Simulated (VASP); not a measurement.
# CuO (C2/c) in VASP: further runs, part 2 of 2

VASP 6.6.1. Earlier steps stand in the parts before.

### Step 3. Relaxation of cell and atoms, PBE, target pressure 2 GPa, at which the enthalpy is minimised

Contents of INCAR:

```
SYSTEM = CuO
  PREC = Accurate
  ENCUT = 600
  EDIFF = 1E-7
  ISMEAR = -1
  SIGMA = 0.1
  LREAL = .FALSE.
  LASPH = .TRUE.
  NELM = 80
  ALGO = Normal
  ISIF = 3
  LWAVE = .FALSE.
  LCHARG = .FALSE.
  GGA = PE
  IBRION = 2
  NSW = 80
  EDIFFG = -0.01
  PSTRESS = 20.0
```

Contents of KPOINTS:

```
regular mesh
0
G
  9 9 5
  0 0 0
```

Contents of POSCAR:

```
CuO
1.0
    2.3418500000     -1.7113000000      0.0000000000
    2.3418500000      1.7113000000      0.0000000000
   -0.8500270000      0.0000000000      5.0578690000
Cu O
2 2
Direct
    0.0000000000      0.5000000000      0.0000000000
    0.5000000000      0.0000000000      0.5000000000
    0.5816000000      0.4184000000      0.2500000000
    0.4184000000      0.5816000000      0.7500000000
```

Potentials or basis: VASP PAW PBE potentials, release 64 (Cu, O).

Run with:

```sh
> cat potpaw_PBE.64/Cu/POTCAR potpaw_PBE.64/O/POTCAR > POTCAR
> mpirun -np 1 vasp_std > vasp.out
```

OUTCAR:

```text
SYSTEM = CuO
   PREC = Accurate
   ENCUT = 600
   EDIFF = 1E-7
   ISMEAR = -1
   LREAL = .FALSE.
   LASPH = .TRUE.
   NELM = 80
   ISIF = 3
   GGA = PE
   IBRION = 2
   NSW = 80
   EDIFFG = -0.01
   PSTRESS = 20.0

 ion  position               nearest neighbor table
   1  0.000  0.500  0.000-   3 1.95   4 1.95   4 1.96   3 1.96
   2  0.500  0.000  0.500-   4 1.95   3 1.95   4 1.96   3 1.96
   3  0.582  0.418  0.250-   2 1.95   1 1.95   2 1.96   1 1.96
   4  0.418  0.582  0.750-   1 1.95   2 1.95   2 1.96   1 1.96

  LATTYP: Found a base centered monoclinic cell.
 ALAT       =     4.6837000000
 B/A-ratio  =     0.7307470589
 C/A-ratio  =     1.0950316075
 COS(beta)  =    -0.1657360545

  Lattice vectors:

 A1 = (   2.3418500000,  -1.7113000000,   0.0000000000)
 A2 = (   2.3418500000,   1.7113000000,   0.0000000000)
 A3 = (  -0.8500270000,   0.0000000000,   5.0578690000)

Analysis of symmetry for initial positions (statically):
=====================================================================
 Subroutine PRICEL returns:
 Original cell was already a primitive cell.

 Routine SETGRP: Setting up the symmetry group for a
 base centered monoclinic supercell.

 Subroutine GETGRP returns: Found  4 space group operations
 (whereof  2 operations were pure point group operations)
 out of a pool of  4 trial point group operations.

The static configuration has the point symmetry S_2 .
 The point group associated with its full space group is C_2h.

Analysis of symmetry for dynamics (positions and initial velocities):
=====================================================================
 Subroutine PRICEL returns:
 Original cell was already a primitive cell.

 Routine SETGRP: Setting up the symmetry group for a
 base centered monoclinic supercell.

[... 135 lines left out ...]
   LHFCALC =     F    Hartree Fock is set to
   AEXX    =    0.0000 exact exchange contribution
   IVDW    =     0    specifies the selected vdW correction
   LEPSILON=     F    determine dielectric tensor
   LRPA    =     F    only Hartree local field effects (RPA)
 conjugate gradient relaxation of ions
 non-spin polarized calculation
  energy-cutoff  :      600.00
  volume of cell :       40.54
 maximum number of plane-waves:      1365
   NGX = 11   NGY = 11   NGZ = 21

--------------------------------------- Ionic step        1  -------------------------------------------

 number of electron      33.9999983 magnetization

 Free energy of the ion-electron system (eV)
  ---------------------------------------------------
  ext. energy  EPLUGINS =         0.00000000
  ---------------------------------------------------
  free energy    TOTEN  =       -19.56375341 eV

  energy without entropy =      -19.49084948  energy(sigma->0) =      -19.52730144

------------------------ aborting loop because EDIFF is reached ----------------------------------------

  FORCE on cell =-STRESS in cart. coord.  units (eV):
  Direction    XX          YY          ZZ          XY          YZ          ZX
  --------------------------------------------------------------------------------------
  -------------------------------------------------------------------------------------
  Total        1.5658781      1.8169013      1.4444986      0.0000000      0.0000000     -0.2754908
  in kB       61.8850495     71.8057325     57.0880116      0.0000000      0.0000000    -10.8876691
  external PRESSURE =      43.5929312 kB  Pullay stress =      20.0000000 kB
[... 103 lines left out ...]
  energy  without entropy=      -19.5237523247  energy(sigma->0) =      -19.56071876

  enthalpy is  TOTEN    =       -19.0764320852 eV   P V=        0.5212531176

[... ionic steps 4 to 25 ...]

--------------------------------------- Ionic step       26  -------------------------------------------

 number of electron      34.0000005 magnetization

------------------------ aborting loop because EDIFF is reached ----------------------------------------
[... 75 lines left out ...]
--------------------------------------- Ionic step       28  -------------------------------------------

 number of electron      34.0000001 magnetization

 Free energy of the ion-electron system (eV)
  ---------------------------------------------------
  ext. energy  EPLUGINS =         0.00000000
  ---------------------------------------------------
  free energy    TOTEN  =       -19.75308808 eV

  energy without entropy =      -19.67623476  energy(sigma->0) =      -19.71466142

 E-fermi :   4.9028     XC(G=0): -11.3324

 val. band max:        4.8950880773   @ k =  -0.2222   0.1111   0.0000
 cond. band min:       4.9144495405   @ k =   0.4444   0.0000   0.2000
 fundamental gap:      0.0193614632
 Fermi energy:         4.9028069595

 k-point     1 :       0.0000    0.0000    0.0000
  band No.  band energies     occupation
      1     -14.8740      2.00000
      2     -13.5838      2.00000
      3      -3.1867      2.00000
      4      -0.5485      2.00000
      5      -0.4298      2.00000
      6       1.1839      2.00000
[... 565 lines left out ...]
     20      11.6503      0.00000
     21      14.9980      0.00000

 [... further k-points ...]
[... 5 lines left out ...]
  --------------------------------------------------------------------------------------
  -------------------------------------------------------------------------------------
  Total        0.5148886      0.5249954      0.5136507      0.0000000      0.0000000     -0.0130237
  in kB       18.6541018     19.0202672     18.6092543      0.0000000      0.0000000     -0.4718420
  external PRESSURE =      -1.2387922 kB  Pullay stress =      20.0000000 kB
[... 23 lines left out ...]
  energy  without entropy=      -19.6762347643  energy(sigma->0) =      -19.71466142

  enthalpy is  TOTEN    =       -19.2010501522 eV   P V=        0.5520379280

 reached required accuracy - stopping structural energy minimisation
```

OSZICAR:

```text
N       E                     dE             d eps       ncg     rms          rms(c)
DAV:   1     0.321529723215E+03    0.32153E+03   -0.18586E+04  4942   0.287E+03
[... 305 lines left out ...]
DAV:   1    -0.197531558084E+02   -0.37771E-03   -0.21288E-01  4840   0.395E+00    0.224E-01
DAV:   2    -0.197533256212E+02   -0.16981E-03   -0.74738E-03  6947   0.139E+00    0.121E-01
DAV:   3    -0.197531818495E+02    0.14377E-03   -0.57351E-04  6593   0.839E-01    0.772E-02
DAV:   4    -0.197530889107E+02    0.92939E-04   -0.16543E-04  6686   0.476E-01    0.143E-02
DAV:   5    -0.197530880937E+02    0.81695E-06   -0.32894E-05  7021   0.742E-02    0.505E-03
DAV:   6    -0.197530880416E+02    0.52085E-07   -0.12760E-06  7571   0.185E-02    0.317E-03
DAV:   7    -0.197530880802E+02   -0.38574E-07   -0.14343E-07  3486   0.126E-02
  28 F= -.19201050E+02 E0= -.19162623E+02  d E =-.379729E-03
```

It took 34 min on 1 thread of AMD EPYC 7R13 (Zen 3), shared host; peak memory 0.22 GiB.

Results:

```yaml
Free_energy: -19.7531 eV
Relaxed_volume: 11.06 Å³/atom
Relaxed_cell: a = 2.929 Å, b = 2.929 Å, c = 5.165 Å, α = 90.07°, β = 90.07°, γ = 86.66°
Space_group_after_relaxing_to_0.1_Å: Cccm (No. 66)
Energy_change_on_relaxing_the_run_minimises_the_enthalpy: -47.3 meV/atom
Ionic_steps: 28
Pressure_after_relaxing: 1.9 GPa
Largest_force_after_relaxing: 0.004 eV/Å
Band_gap_on_the_k_mesh: zero (bands 17 and 18 overlap by 0.88 eV)
```

Forces on the atoms (eV/Å):
```
Cu   0.000  0.000  0.000
Cu   0.000  0.000  0.000
O    0.000  0.004  0.000
O    0.000 -0.004  0.000
```

The path:
| step | energy change (eV) | largest force (eV/Å) | pressure (GPa) | volume (Å³) |
| --- | --- | --- | --- | --- |
| 1 | 0.0000 | 0.2173 | 6.36 | 40.54 |
| 2 | -0.0372 | 0.2648 | -0.26 | 42.18 |
| 3 | -0.0339 | 0.2515 | 1.33 | 41.76 |
| 4 | -0.0462 | 0.1942 | 1.51 | 41.88 |
| 5 | -0.0686 | 0.0013 | 2.43 | 42.23 |
| 6 | -0.0709 | 0.0709 | 2.73 | 42.34 |
| 7 | -0.0821 | 0.0582 | 2.42 | 42.58 |
| 8 | -0.1111 | 0.0267 | 1.49 | 43.27 |
| 9 | -0.1502 | 0.0032 | -0.39 | 44.56 |
| 10 | -0.1628 | 0.0122 | 1.56 | 44.15 |
| 11 | -0.1649 | 0.0317 | 3.48 | 43.73 |
| 12 | -0.1637 | 0.0394 | 4.08 | 43.61 |
| 13 | -0.1791 | 0.0883 | 2.65 | 43.96 |
| 14 | -0.1824 | 0.1074 | 1.89 | 44.12 |
| 15 | -0.1822 | 0.1058 | 1.98 | 44.11 |
| 16 | -0.1835 | 0.0682 | 1.88 | 44.12 |
| 17 | -0.1844 | 0.0125 | 1.79 | 44.15 |
| 18 | -0.1836 | 0.0003 | 2.25 | 44.05 |
| 19 | -0.1830 | 0.0058 | 2.49 | 43.99 |
| 20 | -0.1839 | 0.0016 | 2.43 | 44.03 |
| 21 | -0.1863 | 0.0109 | 2.12 | 44.13 |
| 22 | -0.1896 | 0.0346 | 1.59 | 44.33 |
| 23 | -0.1893 | 0.0334 | 1.81 | 44.27 |
| 24 | -0.1888 | 0.0325 | 2.02 | 44.22 |
| 25 | -0.1874 | 0.0323 | 2.43 | 44.10 |
| 26 | -0.1883 | 0.0323 | 2.19 | 44.17 |
| 27 | -0.1890 | 0.0154 | 1.99 | 44.20 |
| 28 | -0.1893 | 0.0039 | 1.88 | 44.22 |

Final structure:
```
CELL_PARAMETERS angstrom
2.12387 -2.00970 0.16459
2.12387 2.00970 0.16459
-0.40726 0.00000 5.14881
ATOMIC_POSITIONS crystal
Cu 0.00000 0.50000 0.00000
Cu 0.50000 0.00000 0.50000
O 0.50061 0.49939 0.25000
O 0.49939 0.50061 0.75000
```

Levels at points of the mesh, in eV from the Fermi level:
| k point | band 15 | band 16 | band 17 | band 18 | band 19 | band 20 |
| --- | --- | --- | --- | --- | --- | --- |
| (0.00, 0.00, 0.00) | -2.30 | -1.93 | 0.60 | 0.74 | 1.42 | 6.14 |

Caveat: the cell is relaxed towards a set pressure, so the run minimises the enthalpy, not the energy; semilocal functionals often make such compounds metallic where correlation or magnetic order opens a gap, which also shifts bond lengths. PBE usually gives volumes a little too large and moduli too small.

### Step 4. Relaxation of cell and atoms, PBE, target pressure 5 GPa, at which the enthalpy is minimised

Contents of INCAR:

```
SYSTEM = CuO
ALGO = Normal
EDIFF = 1E-6
EDIFFG = -0.01
ENCUT = 600
GGA = PE
IBRION = 2
ISIF = 3
ISMEAR = -1
LASPH = .TRUE.
LCHARG = .FALSE.
LREAL = .FALSE.
LWAVE = .FALSE.
NELM = 100
NSW = 80
PREC = Accurate
PSTRESS = 50.0
SIGMA = 0.1
```

Contents of KPOINTS:

```
k-points
0
G
  9 9 5
  0 0 0
```

POSCAR is that of step 3.

Run with:

```sh
> cat potpaw_PBE.64/Cu/POTCAR potpaw_PBE.64/O/POTCAR > POTCAR
> mpirun -np 1 vasp_std > vasp.out
```

It took 42 min on 1 thread of AMD EPYC 7R13 (Zen 3), shared host; peak memory 0.22 GiB.

The run converged. Its results:

```
Free energy                                                : -19.7335 eV
Relaxed volume                                             : 10.83 Å³/atom
Relaxed cell                                               : a = 2.902 Å, b = 2.902 Å, c = 5.158 Å, α = 90.66°, β = 90.66°, γ = 86.12°
Space group after relaxing (to 0.1 Å)                      : Cccm (No. 66)
Energy change on relaxing (the run minimises the enthalpy) : -42.4 meV/atom
Ionic steps                                                : 47
Pressure after relaxing                                    : 5.0 GPa
Band gap on the k mesh                                     : zero (bands 17 and 18 overlap by 0.90 eV)
```

Stress tensor (GPa, compression positive):
```
4.92 0.00 0.07
0.00 4.99 0.00
0.07 0.00 4.94
```

The path:
```
step  energy change (eV)  largest force (eV/Å)  pressure (GPa)  volume (Å³)
   1              0.0000                0.2170            6.38        40.54
   3             -0.0297                0.1607            3.64        41.24
   5             -0.0353                0.0250            5.57        41.13
   7             -0.0751                0.0256            5.55        41.72
   9             -0.1399                0.1729            5.77        43.55
  11             -0.1569                0.0875            4.21        43.39
  13             -0.1653                0.0469            4.03        43.45
  15             -0.1615                0.0173            4.70        43.21
  17             -0.1577                0.0086            5.45        43.07
  19             -0.1615                0.0484            4.98        43.18
  21             -0.1619                0.0501            4.88        43.19
  23             -0.1628                0.0603            5.11        43.19
  25             -0.1644                0.0714            5.28        43.21
  27             -0.1720                0.0369            4.44        43.42
  29             -0.1689                0.0097            4.97        43.30
  31             -0.1687                0.0137            5.00        43.29
  33             -0.1684                0.0074            5.07        43.28
  35             -0.1667                0.0073            5.30        43.22
  37             -0.1677                0.0161            5.24        43.25
  39             -0.1685                0.0219            5.05        43.28
  41             -0.1684                0.0202            5.15        43.27
  43             -0.1695                0.0177            4.91        43.31
  45             -0.1700                0.0139            4.83        43.32
  47             -0.1698                0.0015            4.95        43.32
```

Final structure:
```
Cu O
1.0
     2.11476   -1.98111    0.14739
     2.11476    1.98111    0.14739
    -0.43931    0.00000    5.13879
Cu O
2 2
Direct
  0.00000 0.50000 0.00000
  0.50000 0.00000 0.50000
  0.50477 0.49523 0.25000
  0.49523 0.50477 0.75000
```

Levels at points of the mesh, in eV from the Fermi level:
```csv
k point,band 13,band 14,band 15,band 16,band 17,band 18,band 19,band 20,band 21
"(0.00, 0.00, 0.00)",-2.44,-2.43,-2.36,-1.99,0.59,0.75,1.48,6.18,7.36
```

Caveat: the cell is relaxed towards a set pressure, so the run minimises the enthalpy, not the energy; semilocal functionals often make such compounds metallic where correlation or magnetic order opens a gap, which also shifts bond lengths.

### Step 5. Summary

```csv
cell,gap on the mesh (eV),pressure (GPa)
relaxed,none,-0.1
relaxed to 2 GPa,none,1.9
relaxed to 5 GPa,none,5.0
```

Alike in all rows: task relaxation of cell and atoms; level PBE; potentials or basis VASP PAW PBE potentials, release 64 (Cu, O); no spin polarisation; k mesh 9 × 9 × 5; cutoff (eV) 600; smearing fermi-dirac 0.1 eV.

Caveats: semilocal functionals often make such compounds metallic where correlation or magnetic order opens a gap, which also shifts bond lengths; the cell is relaxed towards a set pressure, so the run minimises the enthalpy, not the energy (at least some runs).

Total energies depend on the potentials used, so only differences within one code and one set of settings carry meaning.

The gap in the log of VASP goes by the Fermi energy; the results here count the filled bands.